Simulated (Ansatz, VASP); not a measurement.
CuO in VASP and in Ansatz

```
Cu O
1.0
     3.42205    0.00000    0.00000
     0.00000    3.42205    0.00000
     0.00000    0.00000    4.26046
Cu O
2 2
Direct
  0.00000 0.50000 0.00000
  0.50000 0.00000 0.50000
  0.00000 0.00000 0.25000
  0.00000 0.00000 0.75000
```

Alike in both runs: task single point; functional r2SCAN; k mesh 6 × 6 × 5; occupations gaussian, width 0.05 eV; collinear spin; Hubbard terms Cu d U = 4.0 eV.

|  | VASP | Ansatz |
| --- | --- | --- |
| version | VASP 6.6.1 | Ansatz 0.2.0 |
| potentials or method | VASP PAW PBE potentials, release 64 (Cu, O), cutoff 520 eV | scalar-relativistic, plane waves, PAW |
| valence electrons in the cell | 34 | 50 |

```csv
,VASP,Ansatz,Ansatz less VASP
gap on the k mesh at the Fermi level (eV),none,none,-
pressure (GPa),-6.5,-4.7,+1.77
"traceless stress, the component that is largest in VASP (GPa)",25.32,21.98,-3.337
net moment per atom (μB),0.27,0.24,-0.032
size of the moment on the site where the two differ most (μB),0.39,0.35,-0.038
```

VASP's potentials were made for PBE, not for r2SCAN. Site moments also hang on the region over which each program counts them. The programs project onto different local orbitals, so the same U acts differently, and such runs can settle in different states. A gap of «none» marks a metal or a gap that the smearing closes. VASP's potentials hold 34 valence electrons a cell and Ansatz's 50, so a difference there can come from the potentials and not from the codes. Ansatz's warnings: filled band counts differ across k points, seeded moment not kept, specified occupation not kept, symmetry narrowed by occupation matrices.
